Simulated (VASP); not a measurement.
# Bi2O (I4/mmm) in VASP: notebook

Runs on Bi2O. Level: PBE. Tasks: single point, relaxation of cell and atoms.

Everything below comes from runs of VASP 6.6.1. Logs are shortened: lines on timing, memory, paths and dates and some standing lists are left out, and cuts for length are marked.

## (1) The cell of the first run

The structure is tetragonal, space group I4/mmm (No. 139). The conventional cell has a = 4.830 Å, b = 4.830 Å, c = 6.516 Å, α = 90.00°, β = 90.00°, γ = 90.00°. Within 3.2 Å of Bi (site symmetry mmm) lie 2 O at 2.41 Å. O (site symmetry 4/mmm) has 4 Bi at 2.41 Å within 3.2 Å.

## (2) Single point, PBE

INCAR

```
SYSTEM = Bi2O
PREC     = Accurate       ! precision mode
ENCUT    = 520            ! plane-wave cutoff, eV
EDIFF    = 1E-6           ! SCF threshold, eV
ISMEAR   = 0              ! smearing method
SIGMA    = 0.1            ! smearing width, eV
LREAL    = .False.        ! projectors in reciprocal space
LASPH    = .True.         ! aspherical terms in the spheres
NELM     = 60             ! most SCF steps
ALGO     = Normal         ! electronic algorithm
ISIF     = 2              ! what is computed and relaxed
LWAVE    = .False.        ! write WAVECAR
LCHARG   = .True.         ! write CHGCAR
GGA      = PE             ! functional
LELF     = .True.         ! ELF
LVHAR    = .True.       
NBANDS   = 25             ! bands
```

KPOINTS

```
regular mesh
0
Gamma
  6 6 6
  0 0 0
```

POSCAR

```
Bi2O
1.0
   -2.4147861363      2.4147861363      3.2580087225
    2.4147861363     -2.4147861363      3.2580087225
    2.4147861363      2.4147861363     -3.2580087225
Bi O
2 1
Direct
    0.5000000000      0.0000000000      0.5000000000
    0.0000000000      0.5000000000      0.5000000000
    0.0000000000      0.0000000000      0.0000000000
```

Potentials or basis: VASP PAW PBE potentials, release 64 (Bi_d, O).

Command:

```console
> cat potpaw_PBE.64/Bi_d/POTCAR potpaw_PBE.64/O/POTCAR > POTCAR
> mpirun -np 1 vasp_std > vasp.out
```

OUTCAR:

```text
SYSTEM = Bi2O
   PREC = Accurate
   ENCUT = 520
   EDIFF = 1E-6
   ISMEAR = 0
   LREAL = .False.
   LASPH = .True.
   NELM = 60
   ISIF = 2
   GGA = PE

 ion  position               nearest neighbor table
   1  0.500  0.000  0.500-   3 2.41   3 2.41   2 3.26   2 3.26   2 3.42   2 3.42   2 3.42   2 3.42

   2  0.000  0.500  0.500-   3 2.41   3 2.41   1 3.26   1 3.26   1 3.42   1 3.42   1 3.42   1 3.42

   3  0.000  0.000  0.000-   1 2.41   2 2.41   2 2.41   1 2.41

  LATTYP: Found a body centered tetragonal cell.
 ALAT       =     4.8295722726
 C/A-ratio  =     1.3491914143

  Lattice vectors:

 A1 = (  -2.4147861363,   2.4147861363,   3.2580087225)
 A2 = (   2.4147861363,  -2.4147861363,   3.2580087225)
 A3 = (   2.4147861363,   2.4147861363,  -3.2580087225)

Analysis of symmetry for initial positions (statically):
=====================================================================
 Subroutine PRICEL returns:
 Original cell was already a primitive cell.

 Routine SETGRP: Setting up the symmetry group for a
 body centered tetragonal supercell.

 Subroutine GETGRP returns: Found 16 space group operations
 (whereof 16 operations were pure point group operations)
 out of a pool of 16 trial point group operations.

The static configuration has the point symmetry D_4h.

Analysis of symmetry for dynamics (positions and initial velocities):
=====================================================================
 Subroutine PRICEL returns:
 Original cell was already a primitive cell.

 Routine SETGRP: Setting up the symmetry group for a
 body centered tetragonal supercell.

 Subroutine GETGRP returns: Found 16 space group operations
 (whereof 16 operations were pure point group operations)
 out of a pool of 16 trial point group operations.

The dynamic configuration has the point symmetry D_4h.

 Subroutine INISYM returns: Found 16 space group operations
 (whereof 16 operations are pure point group operations),
 and found     1 'primitive' translations

----------------------------------------------------------------------------------------

                                     Primitive cell

  volume of cell :      75.9923

  direct lattice vectors                    reciprocal lattice vectors
    -2.414786136  2.414786136  3.258008723     0.000000000  0.207057674  0.153467975
     2.414786136 -2.414786136  3.258008723     0.207057674  0.000000000  0.153467975
     2.414786136  2.414786136 -3.258008723     0.207057674  0.207057674  0.000000000

  length of vectors
     4.719852223  4.719852223  4.719852223     0.257731060  0.257731060  0.292823770

  position of ions in fractional coordinates (direct lattice)
     0.500000000  0.000000000  0.500000000
     0.000000000  0.500000000  0.500000000
     0.000000000  0.000000000  0.000000000

  ion indices of the primitive-cell ions
   primitive index   ion index
                 1           1
                 2           2
                 3           3

----------------------------------------------------------------------------------------

 KPOINTS: regular mesh

Automatic generation of k-mesh.
 Grid dimensions read from file:
 generate k-points for:    6    6    6

 Generating k-lattice:

  Cartesian coordinates                     Fractional coordinates (reciprocal lattice)
     0.000000000  0.034509612  0.025577996     0.166666667  0.000000000  0.000000000
     0.034509612  0.000000000  0.025577996     0.000000000  0.166666667  0.000000000
     0.034509612  0.034509612  0.000000000     0.000000000  0.000000000  0.166666667

  Length of vectors
     0.042955177  0.042955177  0.048803962

  Shift w.r.t. Gamma in fractional coordinates (k-lattice)
     0.000000000  0.000000000  0.000000000

 Subroutine IBZKPT returns following result:
 ===========================================

 Found     30 irreducible k-points:

 Following reciprocal coordinates:
            Coordinates               Weight
  0.000000  0.000000  0.000000      1.000000
  0.166667  0.000000 -0.000000      8.000000
  0.333333  0.000000 -0.000000      8.000000
  0.500000  0.000000  0.000000      4.000000
  0.166667  0.166667  0.000000      8.000000
  0.333333  0.166667  0.000000     16.000000
[... 16 lines left out ...]
 -0.333333 -0.333333  0.166667      8.000000
 -0.166667 -0.333333  0.166667      8.000000
 [... further k-points ...]
   k-points           NKPTS =     30   k-points in BZ     NKDIM =     30   number of bands    NBANDS=     25
   number of dos      NEDOS =    301   number of ions     NIONS =      3
   total plane-waves  NPLWV =  46656
   dimension x,y,z NGX =    36 NGY =   36 NGZ =   36
   dimension x,y,z NGXF=    72 NGYF=   72 NGZF=   72
   ions per type =               2   1
   NGX,Y,Z   is equivalent  to a cutoff of  12.68, 12.68, 12.68 a.u.
   NGXF,Y,Z  is equivalent  to a cutoff of  25.36, 25.36, 25.36 a.u.
 SYSTEM =  Bi2O
   PREC   = accura    normal or accurate (medium, high low for compatibility)
   ISTART =      0    job   : 0-new  1-cont  2-samecut
   ICHARG =      2    charge: 1-file 2-atom 10-const
   ISPIN  =      1    spin polarized calculation?
   LNONCOLLINEAR =      F non collinear calculations
   LSORBIT =      F    spin-orbit coupling
   LASPH  =      T    aspherical Exc in radial PAW
   ENCUT  =  520.0 eV  38.22 Ry    6.18 a.u.   8.78  8.78  8.78*2*pi/ulx,y,z
   NELM   =     60;   NELMIN=  2; NELMDL= -5     # of ELM steps
   EDIFF  = 0.1E-05   stopping-criterion for ELM
   LREAL  =      F    real-space projection
   EDIFFG = 0.1E-04   stopping-criterion for IOM
   NSW    =      0    number of steps for IOM
   IBRION =     -1    ionic relax: 0-MD 1-quasi-New 2-CG
   NFREE  =      0    steps in history (QN), initial steepest desc. (CG)
   ISIF   =      2    stress and relaxation
   ISYM   =      2    0-nonsym 1-usesym 2-fastsym
   POTIM  = 0.5000    time-step for ionic-motion
   TEBEG  =    0.0;   TEEND  =   0.0 temperature during run
   PSTRESS=    0.0 pullay stress
   NELECT =      36.0000    total number of electrons
   NUPDOWN=      -1.0000    fix difference up-down
   EMIN   =  10.00;   EMAX   =-10.00  energy-range for DOS
   EFERMI =   0.00;   METHOD = LEGACY
   ISMEAR =     0;   SIGMA  =   0.10  broadening in eV -4-tet -1-fermi 0-gaus
   EFERMI_NEDOS =   21; number of points for ismear=-14 and -15
   IALGO  =     38    algorithm
   IMIX   =      4    mixing-type and parameters
     AMIX     =   0.40;   BMIX     =  1.00
     AMIX_MAG =   1.60;   BMIX_MAG =  1.00
  volume/ion in A,a.u.               =      25.33       170.94
  Fermi-wavevector in a.u.,A,eV,Ry     =   1.276201  2.411671 22.159665  1.628689
  Thomas-Fermi vector in A             =   2.408871
   LORBIT       =      0    0 simple, 1 ext, 2 COOP (PROOUT), +10 PAW based schemes
   GGA     = PE    functional components
   LHFCALC =     F    Hartree Fock is set to
   AEXX    =    0.0000 exact exchange contribution
   IVDW    =     0    specifies the selected vdW correction
   LEPSILON=     F    determine dielectric tensor
   LRPA    =     F    only Hartree local field effects (RPA)
 non-spin polarized calculation
 Gauss-broadening in eV      SIGMA  =   0.10
  energy-cutoff  :      520.00
  volume of cell :       75.99
 maximum number of plane-waves:      2068
   NGX = 17   NGY = 17   NGZ = 17

 number of electron      36.0000014 magnetization

 Free energy of the ion-electron system (eV)
  ---------------------------------------------------
  ext. energy  EPLUGINS =         0.00000000
  ---------------------------------------------------
  free energy    TOTEN  =       -13.55970289 eV

  energy without entropy =      -13.55087253  energy(sigma->0) =      -13.55528771

 E-fermi :   6.1972     XC(G=0):  -9.8309

 val. band max:        6.1765563855   @ k =  -0.1667   0.1667   0.1667
 cond. band min:       6.2060496565   @ k =  -0.3333   0.5000   0.3333
 fundamental gap:      0.0294932711
 Fermi energy:         6.1972146977

 k-point     1 :       0.0000    0.0000    0.0000
  band No.  band energies     occupation
      1     -16.9668      2.00000
      2     -16.8370      2.00000
      3     -16.7659      2.00000
      4     -16.7329      2.00000
      5     -16.7329      2.00000
      6     -16.6125      2.00000
[... 17 lines left out ...]
     24      11.8548      0.00000
     25      11.8548      0.00000

 k-point     2 :       0.1667    0.0000   -0.0000
  band No.  band energies     occupation
      1     -16.9348      2.00000
      2     -16.8188      2.00000
      3     -16.7494      2.00000
      4     -16.7239      2.00000
      5     -16.7233      2.00000
      6     -16.6231      2.00000
[... 17 lines left out ...]
     24      12.2439      0.00000
     25      12.9520      0.00000

 k-point     3 :       0.3333    0.0000   -0.0000
  band No.  band energies     occupation
      1     -16.8524      2.00000
      2     -16.7685      2.00000
      3     -16.7053      2.00000
      4     -16.7005      2.00000
      5     -16.6990      2.00000
      6     -16.6574      2.00000
[... 17 lines left out ...]
     24      13.5386      0.00000
     25      14.6861      0.00000

 k-point     4 :       0.5000    0.0000    0.0000
  band No.  band energies     occupation
      1     -16.7780      2.00000
      2     -16.7077      2.00000
      3     -16.6995      2.00000
      4     -16.6981      2.00000
      5     -16.6816      2.00000
      6     -16.6787      2.00000
[... 17 lines left out ...]
     24      15.2050      0.00000
     25      15.9087      0.00000

 k-point     5 :       0.1667    0.1667    0.0000
  band No.  band energies     occupation
      1     -16.8919      2.00000
      2     -16.8009      2.00000
      3     -16.7177      2.00000
      4     -16.7135      2.00000
      5     -16.6969      2.00000
      6     -16.6356      2.00000
[... 17 lines left out ...]
     24      12.8780      0.00000
     25      13.8981      0.00000

 k-point     6 :       0.3333    0.1667    0.0000
  band No.  band energies     occupation
      1     -16.8172      2.00000
      2     -16.7549      2.00000
      3     -16.6970      2.00000
      4     -16.6926      2.00000
      5     -16.6690      2.00000
      6     -16.6552      2.00000
[... 17 lines left out ...]
     24      14.1963      0.00000
     25      15.0637      0.00000
[... 393 lines left out ...]
 k-point    21 :      -0.3333    0.5000    0.1667
  band No.  band energies     occupation
      1     -16.8023      2.00000
      2     -16.7790      2.00000
      3     -16.7512      2.00000
      4     -16.7073      2.00000
      5     -16.6771      2.00000
      6     -16.6394      2.00000
[... 17 lines left out ...]
     24      14.0148      0.00000
     25      15.6085      0.00000

 k-point    22 :      -0.1667    0.5000    0.1667
  band No.  band energies     occupation
      1     -16.8169      2.00000
      2     -16.7631      2.00000
      3     -16.7243      2.00000
      4     -16.6822      2.00000
      5     -16.6804      2.00000
      6     -16.6330      2.00000
[... 17 lines left out ...]
     24      14.9548      0.00000
     25      15.1074      0.00000

 k-point    23 :      -0.3333   -0.3333    0.1667
  band No.  band energies     occupation
      1     -16.8576      2.00000
      2     -16.7957      2.00000
      3     -16.7125      2.00000
      4     -16.6870      2.00000
      5     -16.6707      2.00000
      6     -16.6398      2.00000
[... 17 lines left out ...]
     24      14.6384      0.00000
     25      15.2904      0.00000

 k-point    24 :      -0.1667   -0.3333    0.1667
  band No.  band energies     occupation
      1     -16.8923      2.00000
      2     -16.8136      2.00000
      3     -16.6885      2.00000
      4     -16.6880      2.00000
      5     -16.6856      2.00000
      6     -16.6446      2.00000
[... 17 lines left out ...]
     24      14.3365      0.00000
     25      14.4274      0.00000

 [... further k-points ...]
[... 5 lines left out ...]
  --------------------------------------------------------------------------------------
  -------------------------------------------------------------------------------------
  Total       -0.0997941     -0.0997941      0.0388390      0.0000000      0.0000000      0.0000000
  in kB       -2.1040009     -2.1040009      0.8188588      0.0000000      0.0000000      0.0000000
  external PRESSURE =      -1.1297143 kB  Pullay stress =       0.0000000 kB

 VOLUME and BASIS-vectors are now :
 -----------------------------------------------------------------------------
  energy-cutoff  :      520.00
  volume of cell :       75.99
      direct lattice vectors                 reciprocal lattice vectors
    -2.414786136  2.414786136  3.258008723     0.000000000  0.207057674  0.153467975
     2.414786136 -2.414786136  3.258008723     0.207057674  0.000000000  0.153467975
     2.414786136  2.414786136 -3.258008723     0.207057674  0.207057674  0.000000000

 POSITION                                       TOTAL-FORCE (eV/Angst)
 -----------------------------------------------------------------------------------
      0.00000      2.41479      0.00000         0.000000      0.000000      0.000000
      2.41479      0.00000      0.00000        -0.000000     -0.000000     -0.000000
      0.00000      0.00000      0.00000         0.000000     -0.000000     -0.000000
 -----------------------------------------------------------------------------------
    total drift:                                0.000000      0.000000     -0.000000

  FREE ENERGIE OF THE ION-ELECTRON SYSTEM (eV)
  ---------------------------------------------------
  free  energy   TOTEN  =       -13.5597028855 eV

  energy  without entropy=      -13.5508725334  energy(sigma->0) =      -13.55528771
```

Run time: 31 s. Hardware: 1 thread of AMD EPYC 9R45 (Zen 5), shared host; peak memory 0.19 GiB.

What came out:

* Free energy: -13.5597 eV
* Pressure: -0.1 GPa
* Band gap on the k mesh: zero (band 18 reaches 6.91 eV, above the bottom of band 19 at 5.88 eV)

Stress tensor (GPa, compression positive):
```
-0.21  0.00  0.00
 0.00 -0.21  0.00
 0.00  0.00  0.08
```

Caveat: spin-orbit coupling is left out, which moves the levels of the heavy elements.

## (3) Relaxation of cell and atoms, PBE

INCAR

```
ALGO = Normal ; EDIFF = 1E-6
EDIFFG = -0.04 ; ENCUT = 600
GGA = PE ; IBRION = 2
ISIF = 3 ; ISMEAR = 0
LASPH = T ; LCHARG = F
LREAL = F ; LWAVE = F
NELM = 80 ; NSW = 90
PREC = Accurate ; SIGMA = 0.1
```

KPOINTS

```
k-points
0
Gamma
  6 6 6
```

POSCAR

```
Bi2O
1.0
   -2.7752142300      2.7752142300      2.4696177600
    2.7752142300     -2.7752142300      2.4696177600
    2.7752142300      2.7752142300     -2.4696177600
Bi O
2 1
Direct
    0.5000000000      0.0000000000      0.5000000000
    0.0000000000      0.5000000000      0.5000000000
    0.0000000000      0.0000000000      0.0000000000
```

Potentials or basis: VASP PAW PBE potentials, release 64 (Bi_d, O).

Command:

```console
> cat potpaw_PBE.64/Bi_d/POTCAR potpaw_PBE.64/O/POTCAR > POTCAR
> mpirun -np 1 vasp_std > vasp.out
```

It took 3.3 min on 1 thread of AMD EPYC 9R45 (Zen 5), shared host; peak memory 0.25 GiB.

Results (log left out):

* Free energy: -13.5273 eV
* Relaxed volume: 25.01 Å³/atom
* Relaxed cell: a = 4.692 Å, b = 4.692 Å, c = 4.692 Å, α = 118.09°, β = 118.09°, γ = 93.34°
* Space group after relaxing (to 0.05 Å): I4/mmm (No. 139)
* Energy gained by relaxing: 1618.1 meV/atom
* Ionic steps: 7
* Pressure after relaxing: 0.0 GPa
* Band gap on the k mesh: zero (band 18 reaches 7.05 eV, above the bottom of band 19 at 6.01 eV)

Step by step:
| step | energy change (eV) | largest force (eV/Å) | pressure (GPa) | volume (Å³) |
| --- | --- | --- | --- | --- |
| 1 | 0.0000 | 0.0000 | 15.67 | 76.08 |
| 2 | -3.8694 | 0.0000 | -10.76 | 98.04 |
| 3 | -4.1316 | 0.0000 | -9.26 | 91.09 |
| 4 | -4.7638 | 0.0000 | 3.52 | 73.20 |
| 5 | -4.8368 | 0.0000 | -1.01 | 76.77 |
| 6 | -4.8533 | 0.0000 | -0.22 | 75.41 |
| 7 | -4.8542 | 0.0000 | 0.02 | 75.03 |

Final structure:
```
Bi O
1.0
    -2.41359    2.41359    3.21975
     2.41359   -2.41359    3.21975
     2.41359    2.41359   -3.21975
Bi O
2 1
Direct
  0.50000 0.00000 0.50000
  0.00000 0.50000 0.50000
  0.00000 0.00000 0.00000
```

Levels at points of the mesh, in eV from the Fermi level:
| k point | band 14 | band 15 | band 16 | band 17 | band 18 | band 19 | band 20 | band 21 | band 22 |
| --- | --- | --- | --- | --- | --- | --- | --- | --- | --- |
| (0.00, 0.00, 0.00) | -5.27 | -5.27 | -2.65 | -1.89 | 0.70 | 0.70 | 4.22 | 5.62 | 5.62 |
| (0.50, 0.00, 0.00) | -5.18 | -3.11 | -1.88 | -0.39 | -0.38 | -0.17 | 1.05 | 1.76 | 4.21 |
| (0.50, 0.50, 0.00) | -3.81 | -3.24 | -2.66 | -1.89 | -1.63 | 0.23 | 3.58 | 4.78 | 5.14 |
| (0.50, 0.50, 0.50) | -5.82 | -5.82 | -5.42 | -0.91 | 0.06 | 0.06 | 4.97 | 6.79 | 6.79 |

Caveat: spin-orbit coupling is left out, which moves the levels of the heavy elements.

## (4) Single point, PBE

This run uses another cell than the first one, of 25.50 Å³/atom, 1.007 times its volume.

INCAR

```
PREC = Accurate
ENCUT = 520
EDIFF = 1E-7
ISMEAR = 0
SIGMA = 0.1
LREAL = F
LASPH = T
NELM = 80
ALGO = Normal
ISIF = 2
LWAVE = F
LCHARG = F
GGA = PE
NBANDS = 25
```

KPOINTS

```
Automatic mesh
0
Gamma
  14 14 14
```

POSCAR

```
Bi2O
1.0
   -2.4046464699      2.4046464699      3.3077218265
    2.4046464699     -2.4046464699      3.3077218265
    2.4046464699      2.4046464699     -3.3077218265
Bi O
2 1
Direct
    0.5000000000      0.0000000000      0.5000000000
    0.0000000000      0.5000000000      0.5000000000
    0.0000000000      0.0000000000      0.0000000000
```

Command:

```console
> cat potpaw_PBE.64/Bi_d/POTCAR potpaw_PBE.64/O/POTCAR > POTCAR
> mpirun -np 1 vasp_std > vasp.out
```

Wall time 3.9 min (1 thread of AMD EPYC 9R45 (Zen 5), shared host); peak memory 0.46 GiB.

The run converged. Its results:

```
Free energy            : -13.5897 eV
Pressure               : 0.0 GPa
Band gap on the k mesh : zero (band 18 reaches 6.83 eV, above the bottom of band 19 at 5.81 eV)
```

Levels at points of the mesh, in eV from the Fermi level:
```
           k point  band 15  band 16  band 17  band 18  band 19  band 20  band 21  band 22
(0.00, 0.00, 0.00)    -5.42    -2.78    -1.62     0.61     0.61     3.67     5.16     5.16
(0.50, 0.00, 0.00)    -3.20    -1.92    -0.46    -0.43    -0.36     0.89     1.79     4.24
(0.50, 0.50, 0.00)    -3.04    -2.74    -1.94    -1.70     0.14     3.73     4.53     4.61
(0.50, 0.50, 0.50)    -5.89    -5.35    -0.94     0.02     0.02     4.90     6.09     6.71
```

Caveat: spin-orbit coupling is left out, which moves the levels of the heavy elements.

## (5) Overview

| task | cell | k mesh | cutoff (eV) | gap on the mesh (eV) | pressure (GPa) |
| --- | --- | --- | --- | --- | --- |
| single point | a = 4.720 Å, angles 118.5, 118.5, 92.7°, 3 atoms | 6 × 6 × 6 | 520 | none | -0.1 |
| relaxation of cell and atoms | relaxed from a = 4.637 Å, angles 106.5, 106.5, 115.6°, 3 atoms | 6 × 6 × 6 | 600 | none | 0.0 |
| single point | a = 4.744 Å, angles 119.1, 119.1, 91.6°, 3 atoms | 14 × 14 × 14 | 520 | none | 0.0 |

Alike in all rows: level PBE; potentials or basis VASP PAW PBE potentials, release 64 (Bi_d, O); no spin polarisation; smearing gaussian 0.1 eV.

Caveats: spin-orbit coupling is left out, which moves the levels of the heavy elements.

Absolute energies hang on the potentials; compare differences alone.
